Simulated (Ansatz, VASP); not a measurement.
One calculation of ZrGe2Pd3, two programs

```
Zr Ge Pd
1.0
     4.22654    0.00000    0.00000
     0.00000    4.22654    0.00000
     0.00000    0.00000    6.52687
Zr Ge Pd
1 2 3
Direct
  0.50000 0.50000 0.00000
  0.50000 0.00000 0.00000
  0.00000 0.50000 0.00000
  0.00000 0.00000 0.66394
  0.00000 0.00000 0.33606
  0.00000 0.00000 0.00000
```

Alike in both runs: task relaxation of cell and atoms; functional PBE; k mesh 4 × 4 × 3; occupations gaussian, width 0.2 eV; no spin polarisation.

|  | VASP | Ansatz |
| --- | --- | --- |
| version | VASP 6.6.1 | Ansatz 0.2.0 |
| potentials or method | VASP PAW PBE potentials, release 64 (Zr_sv, Ge_d, Pd), cutoff 600 eV | scalar-relativistic, plane waves, PAW |
| valence electrons in the cell | 70 | 94 |

```tsv
	VASP	Ansatz	Ansatz less VASP
gap on the k mesh at the Fermi level, each at its own relaxed structure (eV)	none	none	-
relaxed volume (Å³/atom)	33.72	34.07	+0.358
relaxed cell length with the largest relative difference (Å)	7.657	7.694	+0.0369
```

A gap of «none» marks a metal or a gap that the smearing closes. VASP's potentials hold 70 valence electrons a cell and Ansatz's 94, so a difference there can come from the potentials and not from the codes.

The k mesh is coarse, so the values compare programs but aren't converged. Noted on VASP's run: the volume moved by over 15 % at a fixed basis, so the end points are rough.
